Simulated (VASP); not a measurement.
Set up this calculation in VASP 6.6.1, as the native input.

```
Task                   : single point
Functional             : r2SCAN
Potentials or basis    : VASP PAW PBE potentials, release 64 (Zn, S)
Cutoff                 : 520 eV
k mesh                 : 8 × 8 × 8
Occupations            : gaussian, width 0.05 eV
Spin                   : no spin polarisation
Dipole correction      : no
Further INCAR settings : ALGO = Normal; EDIFF = 1e-06; NBANDS = 16
```

ZnS:

```xyz
2
Lattice="0.0000 2.6945 2.6945 2.6945 0.0000 2.6945 2.6945 2.6945 0.0000" Properties=species:S:1:pos:R:3 pbc="T T T"
Zn    0.0204    0.1072   -0.0166
S     4.0213    3.9345    4.0584
```

This cell differs from its parent crystal: atoms moved at random.

The input as run:

POSCAR

```
ZnS
1.0
    0.0000000000      2.6945131931      2.6945131931
    2.6945131931      0.0000000000      2.6945131931
    2.6945131931      2.6945131931      0.0000000000
Zn S
1 1
Direct
    0.0130204924     -0.0191955055      0.0267745305
    0.7369795076      0.7691955055      0.7232254695
```

INCAR.step1

```
SYSTEM = ZnS
ALGO = Normal
EDIFF = 1E-4
ENCUT = 520
GGA = PE
ISMEAR = 0
LASPH = .TRUE.
LCHARG = .FALSE.
LREAL = .FALSE.
LWAVE = .TRUE.
NBANDS = 16
NELM = 100
PREC = Accurate
SIGMA = 0.05
```

INCAR.step2

```
SYSTEM = ZnS
ALGO = Normal
EDIFF = 1E-6
ENCUT = 520
ISIF = 2
ISMEAR = 0
ISTART = 1
LASPH = .TRUE.
LCHARG = .FALSE.
LMIXTAU = .TRUE.
LREAL = .FALSE.
LWAVE = .FALSE.
METAGGA = R2SCAN
NBANDS = 16
NELM = 100
PREC = Accurate
SIGMA = 0.05
```

KPOINTS

```
k-points
0
G
  8 8 8
  0 0 0
```

Potentials or basis: VASP PAW PBE potentials, release 64 (Zn, S).

The run is started by

```sh
$ cat potpaw_PBE.64/Zn/POTCAR potpaw_PBE.64/S/POTCAR > POTCAR
$ cp INCAR.step1 INCAR
$ mpirun -np 1 vasp_std > vasp.out
$ cp INCAR.step2 INCAR
$ mpirun -np 1 vasp_std > vasp.out
```

It gave:

| Quantity | Value |
| --- | --- |
| Pressure | 1.9 GPa |
| Largest force | 1.447 eV/Å |
| Band gap on the k mesh | 2.64 eV |

Caveat: the cell differs from its parent crystal (atoms moved at random); the PAW data sets were made with another functional, which shifts forces and pressure a little.

Run time: 5.5 min on 1 thread of Intel(R) Xeon(R) Platinum 8488C (Sapphire Rapids) (shared host), peak memory 0.28 GiB.
